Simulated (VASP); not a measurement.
ZrS, 2 atoms in the cell. The structure is orthorhombic, space group Fmmm (No. 69). Conventional cell: a = 5.098 Å, b = 5.167 Å, c = 5.235 Å, α = 90.00°, β = 90.00°, γ = 90.00°. Within 3.4 Å of Zr (site symmetry mmm) lie 6 S at 2.55 to 2.62 Å. Within 3.4 Å of S (site symmetry mmm) lie 6 Zr at 2.55 to 2.62 Å.  This cell differs from its parent crystal: strain +e along x and -e along y -0.0133, strain +e along z and -e/2 along x and y +0.0000.

| Property | Result |
| --- | --- |
| Program | VASP 6.6.1 |
| Task | single point |
| Functional | PBEsol |
| Potentials or basis | VASP PAW PBE potentials, release 64 (Zr_sv, S) |
| Cutoff | 520 eV |
| k mesh | 16 × 16 × 16 |
| Occupations | gaussian, width 0.15 eV |
| Spin | no spin polarisation |
| Dipole correction | no |
| Further INCAR settings | ALGO = Normal; EDIFF = 1e-06; NBANDS = 16 |

Potentials or basis: VASP PAW PBE potentials, release 64 (Zr_sv, S).

Launch:

```console
$ cat potpaw_PBE.64/Zr_sv/POTCAR potpaw_PBE.64/S/POTCAR > POTCAR
$ mpirun -np 1 vasp_std > vasp.out
```

Hardware: 1 thread of Intel(R) Xeon(R) 6975P-C (Granite Rapids), on a shared host.

Estimate the wall time of this run.

Wall time 110 s on 1 thread of Intel(R) Xeon(R) 6975P-C (Granite Rapids), on a shared host, peak memory 0.43 GiB. Counts: scf iterations 12, k points 621.
